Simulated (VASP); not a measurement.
Wanted: the native input for a VASP 6.6.1 run.

* Task: single point
* Functional: r2SCAN
* Potentials or basis: VASP PAW PBE potentials, release 64 (Mg, O)
* Cutoff: 660 eV
* k mesh: 10 × 10 × 10
* Occupations: gaussian, width 0.01 eV
* Spin: no spin polarisation
* Dipole correction: no
* Further INCAR settings: ALGO = Normal; EDIFF = 1e-06; NBANDS = 11

The system is MgO.

```
Mg O
1.0
     2.10217    2.10217    0.00000
    -2.10217    2.10217    0.00000
     0.00000    2.10217    2.10217
Mg O
1 1
Direct
  0.00000 0.00000 0.00000
  0.50000 0.50000 0.00000
```

These files were run (other wordings do the same):

POSCAR

```
MgO
1.0
    2.1021675162      2.1021675162      0.0000000000
   -2.1021675162      2.1021675162      0.0000000000
    0.0000000000      2.1021675162      2.1021675162
Mg O
1 1
Direct
    0.0000000000      0.0000000000      0.0000000000
    0.5000000000      0.5000000000      0.0000000000
```

INCAR.step1

```
SYSTEM = MgO
  PREC = Accurate
  ENCUT = 660
  ISMEAR = 0
  SIGMA = 0.01
  LREAL = .False.
  LASPH = .True.
  NELM = 120
  NBANDS = 11
  GGA = PE
  ALGO = Normal
  EDIFF = 1E-5
  LWAVE = .True.
  LCHARG = .False.
  GGA_COMPAT = .False.
```

INCAR.step2

```
SYSTEM = MgO
  PREC = Accurate
  ENCUT = 660
  EDIFF = 1E-6
  ISMEAR = 0
  SIGMA = 0.01
  LREAL = .False.
  LASPH = .True.
  NELM = 120
  ALGO = Normal
  ISIF = 2
  LWAVE = .False.
  LCHARG = .False.
  METAGGA = R2SCAN
  LMIXTAU = .True.
  NBANDS = 11
  ISTART = 1
  GGA_COMPAT = .False.
```

KPOINTS

```
regular mesh
0
Gamma
  10 10 10
  0 0 0
```

Potentials or basis: VASP PAW PBE potentials, release 64 (Mg, O).

Command:

```sh
$ cat potpaw_PBE.64/Mg/POTCAR potpaw_PBE.64/O/POTCAR > POTCAR
$ cp INCAR.step1 INCAR
$ mpirun -np 1 vasp_std > vasp.out
$ cp INCAR.step2 INCAR
$ mpirun -np 1 vasp_std > vasp.out
```

It gave:

The pressure is -1.4 GPa. The band gap on the k mesh is 5.66 eV.

Caveat: the PAW data sets were made with another functional, which shifts forces and pressure a little.

Wall time 2 min on 1 thread of Intel Xeon 8259CL, with other jobs on the host, peak memory 0.18 GiB.
